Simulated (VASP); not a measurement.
# ZrC (P-6m2) in VASP: notebook, part 2 of 2

VASP 6.6.1. The steps go on from the part before.

### Step 4. Single point, r2SCAN (volume scaled by 0.980)

Input file POSCAR:

```
ZrC
1.0
    3.2469516999      0.0000000000      0.0000000000
   -1.6234758499      2.8119426569      0.0000000000
    0.0000000000      0.0000000000      2.9185544978
Zr C
1 1
Direct
    0.0000000000      0.0000000000      0.0000000000
    0.6666666667      0.3333333333      0.5000000000
```

Input file INCAR.step1:

```
SYSTEM = ZrC
PREC = Accurate
ENCUT = 520
ISMEAR = 0
SIGMA = 0.05
LREAL = .FALSE.
LASPH = .TRUE.
NELM = 100
NBANDS = 15
GGA = PE
ALGO = Normal
EDIFF = 1E-4
LWAVE = .TRUE.
LCHARG = .FALSE.
```

Input file INCAR.step2:

```
SYSTEM = ZrC
PREC = Accurate
ENCUT = 520
EDIFF = 1E-6
ISMEAR = 0
SIGMA = 0.05
LREAL = .FALSE.
LASPH = .TRUE.
NELM = 100
ALGO = Normal
ISIF = 2
LWAVE = .FALSE.
LCHARG = .FALSE.
METAGGA = R2SCAN
LMIXTAU = .TRUE.
NBANDS = 15
ISTART = 1
```

Input file KPOINTS:

```
Automatic mesh
0
G
  12 12 12
  0 0 0
```

Potentials or basis: VASP PAW PBE potentials, release 64 (Zr_sv, C).

Run with:

```console
cat potpaw_PBE.64/Zr_sv/POTCAR potpaw_PBE.64/C/POTCAR > POTCAR
cp INCAR.step1 INCAR
mpirun -np 1 vasp_std > vasp.out
cp INCAR.step2 INCAR
mpirun -np 1 vasp_std > vasp.out
```

OUTCAR:

```text
SYSTEM = ZrC
   PREC = Accurate
   ENCUT = 520
   EDIFF = 1E-6
   ISMEAR = 0
   LREAL = .FALSE.
   LASPH = .TRUE.
   NELM = 100
   ISIF = 2
   METAGGA = R2SCAN
   ISTART = 1

 ion  position               nearest neighbor table
   1  0.000  0.000  0.000-   2 2.38   2 2.38   2 2.38   2 2.38   2 2.38   2 2.38
   2  0.667  0.333  0.500-   1 2.38   1 2.38   1 2.38   1 2.38   1 2.38   1 2.38

  LATTYP: Found a hexagonal cell.
 ALAT       =     3.2469516999
 C/A-ratio  =     0.8988598438

  Lattice vectors:

 A1 = (   3.2469516999,   0.0000000000,   0.0000000000)
[... 611 lines left out ...]
     12      15.8257      0.00000
     13      16.6753      0.00000
     14      19.6392      0.00000
     15      23.6584      0.00000

 [... further k-points ...]
[... 5 lines left out ...]
  --------------------------------------------------------------------------------------
  -------------------------------------------------------------------------------------
  Total        0.6910241      0.6910241      0.6917810      0.0000000     -0.0000000     -0.0000000
  in kB       41.5483420     41.5483420     41.5938507      0.0000000     -0.0000000     -0.0000000
  external PRESSURE =      41.5635115 kB  Pullay stress =       0.0000000 kB

 VOLUME and BASIS-vectors are now :
 -----------------------------------------------------------------------------
  energy-cutoff  :      520.00
  volume of cell :       26.65
      direct lattice vectors                 reciprocal lattice vectors
     3.246951700  0.000000000  0.000000000     0.307981175  0.177813014  0.000000000
    -1.623475850  2.811942657  0.000000000     0.000000000  0.355626029  0.000000000
     0.000000000  0.000000000  2.918554498     0.000000000  0.000000000  0.342635370

 POSITION                                       TOTAL-FORCE (eV/Angst)
 -----------------------------------------------------------------------------------
      0.00000      0.00000      0.00000        -0.000000      0.000000      0.000000
      1.62348      0.93731      1.45928         0.000000     -0.000000      0.000000
 -----------------------------------------------------------------------------------
    total drift:                                0.000000     -0.000000      0.000000

  FREE ENERGIE OF THE ION-ELECTRON SYSTEM (eV)
  ---------------------------------------------------
  free  energy   TOTEN  =       -33.2007694803 eV

  energy  without entropy=      -33.2000307417  energy(sigma->0) =      -33.20040011
```

OSZICAR.step1:

```text
N       E                     dE             d eps       ncg     rms          rms(c)
DAV:   1     0.103186317222E+03    0.10319E+03   -0.86964E+03  3998   0.108E+03
DAV:   2    -0.175160586746E+02   -0.12070E+03   -0.11247E+03  5131   0.284E+02
DAV:   3    -0.218918252004E+02   -0.43758E+01   -0.43410E+01  6011   0.480E+01
DAV:   4    -0.219718907531E+02   -0.80066E-01   -0.80042E-01  4967   0.621E+00
DAV:   5    -0.219734788761E+02   -0.15881E-02   -0.15881E-02  5920   0.609E-01    0.195E+01
DAV:   6    -0.182600411054E+02    0.37134E+01   -0.76296E+00  4679   0.240E+01    0.654E+00
DAV:   7    -0.180300049346E+02    0.23004E+00   -0.74420E-01  4439   0.730E+00    0.608E+00
DAV:   8    -0.180359635062E+02   -0.59586E-02   -0.32243E-01  5166   0.457E+00    0.392E+00
DAV:   9    -0.180066094856E+02    0.29354E-01   -0.59349E-02  4817   0.180E+00    0.261E-01
DAV:  10    -0.180068281380E+02   -0.21865E-03   -0.15273E-03  4944   0.411E-01    0.727E-02
DAV:  11    -0.180067965401E+02    0.31598E-04   -0.65613E-05  3470   0.769E-02
   1 F= -.18006797E+02 E0= -.18006511E+02  d E =-.571067E-03
```

It took 49 s on 1 thread of Intel Xeon 6975P-C (Granite Rapids), shared host; peak memory 0.18 GiB.

What came out:

| Item | Value |
| --- | --- |
| Free energy | -33.2008 eV |
| Pressure | 4.2 GPa |
| Band gap on the k mesh | zero (band 8 reaches 9.52 eV, above the bottom of band 9 at 9.08 eV) |

Caveat: the PAW data sets were made with another functional, which shifts forces and pressure a little.

### Step 5. Single point, r2SCAN

Input file POSCAR:

```
ZrC
1.0
    3.2706284224      0.0000000000      0.0000000000
   -1.6353142112      2.8324473002      0.0000000000
    0.0000000000      0.0000000000      2.9326792278
Zr C
1 1
Direct
    0.0000000000      0.0000000000      0.0000000000
    0.6666666667      0.3333333333      0.5000000000
```

Input file INCAR.step1:

```
SYSTEM = ZrC
ALGO = Normal ; EDIFF = 1E-4
ENCUT = 520 ; GGA = PE
ISMEAR = 0 ; LASPH = .True.
LCHARG = .False. ; LREAL = .False.
LWAVE = .True. ; NBANDS = 15
NELM = 100 ; PREC = Accurate
SIGMA = 0.05
```

Input file INCAR.step2:

```
SYSTEM = ZrC
ALGO = Normal ; EDIFF = 1E-7
ENCUT = 520 ; ISIF = 2
ISMEAR = 0 ; ISTART = 1
LASPH = .True. ; LCHARG = .False.
LMIXTAU = .True. ; LREAL = .False.
LWAVE = .False. ; METAGGA = R2SCAN
NBANDS = 15 ; NELM = 100
PREC = Accurate ; SIGMA = 0.05
```

Input file KPOINTS:

```
k-points
0
Gamma
  12 12 12
  0 0 0
```

Potentials or basis: VASP PAW PBE potentials, release 64 (Zr_sv, C).

Run with:

```console
cat potpaw_PBE.64/Zr_sv/POTCAR potpaw_PBE.64/C/POTCAR > POTCAR
cp INCAR.step1 INCAR
mpirun -np 1 vasp_std > vasp.out
cp INCAR.step2 INCAR
mpirun -np 1 vasp_std > vasp.out
```

OUTCAR:

```text
SYSTEM = ZrC
   EDIFF = 1E-7
   ENCUT = 520
   ISIF = 2
   ISMEAR = 0
   ISTART = 1
   LASPH = .True.
   LREAL = .False.
   METAGGA = R2SCAN
   NELM = 100
   PREC = Accurate

 ion  position               nearest neighbor table
   1  0.000  0.000  0.000-   2 2.39   2 2.39   2 2.39   2 2.39   2 2.39   2 2.39
   2  0.667  0.333  0.500-   1 2.39   1 2.39   1 2.39   1 2.39   1 2.39   1 2.39

  LATTYP: Found a hexagonal cell.
 ALAT       =     3.2706284224
 C/A-ratio  =     0.8966714799

  Lattice vectors:

 A1 = (   3.2706284224,   0.0000000000,   0.0000000000)
 A2 = (  -1.6353142112,   2.8324473002,   0.0000000000)
 A3 = (   0.0000000000,   0.0000000000,   2.9326792278)

Analysis of symmetry for initial positions (statically):
=====================================================================
 Subroutine PRICEL returns:
 Original cell was already a primitive cell.

 Routine SETGRP: Setting up the symmetry group for a
 hexagonal supercell.

 Subroutine GETGRP returns: Found 12 space group operations
 (whereof 12 operations were pure point group operations)
 out of a pool of 24 trial point group operations.

The static configuration has the point symmetry D_3h.

[... 174 lines left out ...]
      6       7.3541      2.00000
      7       7.3541      2.00000
      8       7.9199      2.00000
      9      10.8639      0.00000
     10      14.5293      0.00000
     11      14.5293      0.00000
     12      14.7779      0.00000
     13      15.6699      0.00000
     14      15.6699      0.00000
[... 401 lines left out ...]
      2     -18.5840      2.00000
      3     -18.1357      2.00000
      4     -17.6171      2.00000
      5      -1.1187      2.00000
      6       5.2812      2.00000
      7       8.2856      2.00000
      8       8.6826      2.00000
      9       9.1425      0.02015
     10      13.5536      0.00000
     11      14.0914      0.00000
     12      15.4706      0.00000
     13      16.3101      0.00000
     14      19.2067      0.00000
     15      23.2480      0.00000

 [... further k-points ...]

------------------------ aborting loop because EDIFF is reached ----------------------------------------

  FORCE on cell =-STRESS in cart. coord.  units (eV):
  Direction    XX          YY          ZZ          XY          YZ          ZX
  --------------------------------------------------------------------------------------
  -------------------------------------------------------------------------------------
  Total        0.0700764      0.0700764      0.0309817      0.0000000      0.0000000     -0.0000000
  in kB        4.1326123      4.1326123      1.8270803      0.0000000      0.0000000     -0.0000000
  external PRESSURE =       3.3641016 kB  Pullay stress =       0.0000000 kB

 VOLUME and BASIS-vectors are now :
 -----------------------------------------------------------------------------
  energy-cutoff  :      520.00
  volume of cell :       27.17
      direct lattice vectors                 reciprocal lattice vectors
     3.270628422  0.000000000  0.000000000     0.305751639  0.176525791  0.000000000
    -1.635314211  2.832447300  0.000000000     0.000000000  0.353051582  0.000000000
     0.000000000  0.000000000  2.932679228     0.000000000  0.000000000  0.340985127

 POSITION                                       TOTAL-FORCE (eV/Angst)
 -----------------------------------------------------------------------------------
      0.00000      0.00000      0.00000        -0.000000      0.000000      0.000000
      1.63531      0.94415      1.46634         0.000000      0.000000      0.000000
 -----------------------------------------------------------------------------------
    total drift:                                0.000000     -0.000000      0.000000

  FREE ENERGIE OF THE ION-ELECTRON SYSTEM (eV)
  ---------------------------------------------------
  free  energy   TOTEN  =       -33.2081805231 eV

  energy  without entropy=      -33.2074960759  energy(sigma->0) =      -33.20783830
```

Wall time 58 s (1 thread of Intel Xeon 6975P-C (Granite Rapids), shared host); peak memory 0.18 GiB.

Results:

- Free energy: -33.2082 eV
- Pressure: 0.3 GPa
- Band gap on the k mesh: zero (band 8 reaches 9.26 eV, above the bottom of band 9 at 8.90 eV)

Caveat: the PAW data sets were made with another functional, which shifts forces and pressure a little.

### Step 6. The runs side by side

```tsv
level	cell	gap on the mesh (eV)	pressure (GPa)
PBEsol	a = 3.273, b = 3.273, c = 2.931 Å, angles 90.0, 90.0, 120.0°, 2 atoms	none	-4.7
r2SCAN	a = 3.221, b = 3.221, c = 2.905 Å, angles 90.0, 90.0, 120.0°, 2 atoms	none	8.6
r2SCAN	a = 3.247, b = 3.247, c = 2.919 Å, angles 90.0, 90.0, 120.0°, 2 atoms	none	4.2
r2SCAN	a = 3.271, b = 3.271, c = 2.933 Å, angles 90.0, 90.0, 120.0°, 2 atoms	none	0.3
```

Alike in all rows: task single point; potentials or basis VASP PAW PBE potentials, release 64 (Zr_sv, C); no spin polarisation; k mesh 12 × 12 × 12; cutoff (eV) 520; smearing gaussian 0.05 eV.

Caveats: the PAW data sets were made with another functional, which shifts forces and pressure a little.

Total energies depend on the potentials used, so only differences within one code and one set of settings carry meaning.
